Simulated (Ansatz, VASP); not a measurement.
# One calculation of Al2Cu, two programs

```
CELL_PARAMETERS angstrom
4.12116 0.00000 0.00000
0.00000 4.12116 0.00000
0.00000 0.00000 2.88473
ATOMIC_POSITIONS crystal
Al 0.50905 0.00195 0.50000
Al 0.88159 0.49139 0.50000
Cu 0.04644 0.00283 0.00000
```

Change from the starting cell: mode 4 frozen in at -0.488 Å and mode 9 at -0.035 Å (largest displacements).

Alike in both runs: task single point; functional PBE; k mesh 10 × 10 × 14; occupations gaussian, width 0.15 eV; no spin polarisation.

|  | VASP | Ansatz |
| --- | --- | --- |
| version | VASP 6.6.1 | Ansatz 0.2.0 |
| potentials or method | VASP PAW PBE potentials, release 64 (Al, Cu), cutoff 520 eV | scalar-relativistic, plane waves, PAW |
| valence electrons in the cell | 17 | 25 |

|  | VASP | Ansatz | Ansatz less VASP |
| --- | --- | --- | --- |
| gap on the k mesh at the Fermi level (eV) | none | none | - |
| pressure (GPa) | 3.7 | 3.4 | -0.24 |
| traceless stress, the component that is largest in VASP (GPa) | -3.80 | -3.81 | -0.006 |
| rms of the force components (eV/Å) | 0.574 | 0.581 | +0.0066 |

Atom by atom the forces differ by 0.007 eV/Å (rms over components). A gap of «none» marks a metal or a gap that the smearing closes. The functional is the same, so the differences come from potentials, cutoffs and numerics. VASP's potentials hold 17 valence electrons a cell and Ansatz's 25, so a difference there can come from the potentials and not from the codes.
